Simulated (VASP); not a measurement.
CdSe4, 5 atoms in the cell. It takes space group I4/mmm (No. 139, tetragonal). Conventional cell: a = 5.493 Å, b = 5.493 Å, c = 9.369 Å, α = 90.00°, β = 90.00°, γ = 90.00°. Within 3.6 Å of Cd (site symmetry 4/mmm) lie 6 Se at 2.75 to 3.53 Å. Se (site symmetry 4mm) has 5 Se at 2.30 to 2.98 Å within 3.0 Å. Within 3.6 Å of Se (site symmetry mmm) lie 2 Cd at 2.75 Å and 4 Se at 2.98 Å. The cell was generated, and may not be a known phase.

| Item | Value |
| --- | --- |
| Program | VASP 6.6.1 |
| Task | relaxation of cell and atoms |
| Functional | PBE |
| Potentials or basis | VASP PAW PBE potentials, release 64 (Cd, Se) |
| Cutoff | 600 eV |
| k mesh | 10 × 10 × 10 |
| Occupations | gaussian, width 0.1 eV |
| Spin | no spin polarisation |
| Dipole correction | no |
| Further INCAR settings | ALGO = Normal; EDIFF = 1e-06; IBRION = 2; EDIFFG = -0.01; NSW = 100; ISIF = 3 |

Potentials or basis: VASP PAW PBE potentials, release 64 (Cd, Se).

Command:

```console
$ cat potpaw_PBE.64/Cd/POTCAR potpaw_PBE.64/Se/POTCAR > POTCAR
$ mpirun -np 1 vasp_std > vasp.out
```

Hardware: 1 thread of Intel Xeon 8259CL, with other jobs on the host.

Question: Estimate the wall time of this run.

Answer: Run time: 15 min on 1 thread of Intel Xeon 8259CL, on a shared host, peak memory 0.64 GiB. Counts: scf iterations 25, k points 102, ion steps 3.
